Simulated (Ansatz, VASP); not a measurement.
## One calculation of Sb, two programs

```xyz
1
Lattice="-1.8713 1.8713 1.8713 1.8713 -1.8713 1.8713 1.8713 1.8713 -1.8713" Properties=species:S:1:pos:R:3 pbc="T T T"
Sb    0.0000    0.0000    0.0000
```

Alike in both runs: task relaxation of cell and atoms; functional PBEsol-based screened hybrid; k mesh 5 × 5 × 5; occupations fermi-dirac, width 0.05 eV; no spin polarisation.

|  | VASP | Ansatz |
| --- | --- | --- |
| version | VASP 6.6.1 | Ansatz 0.2.0 |
| potentials or method | VASP PAW PBE potentials, release 64 (Sb) | Ansatz PAW |
| plane-wave cutoff (eV) | 600 | 420 |
| valence electrons in the cell | 5 | 15 |

```csv
,VASP,Ansatz,Ansatz less VASP
"gap on the k mesh at the Fermi level, each at its own relaxed structure (eV)",none,none,-
relaxed volume (Å³/atom),24.83,25.16,+0.332
relaxed cell length with the largest relative difference (Å),3.183,3.197,+0.0141
```

VASP's potentials were made for PBE, not for PBEsol-based screened hybrid. A gap of «none» marks a metal or a gap that the smearing closes. VASP's potentials hold 5 valence electrons a cell and Ansatz's 15, so a difference there can come from the potentials and not from the codes.

The k mesh is coarse, so the values compare programs but aren't converged. Spin-orbit coupling is off throughout. Noted on Ansatz's run: the plane-wave basis is chosen anew once the cell has moved, so the energies of steps on either side of that aren't comparable.
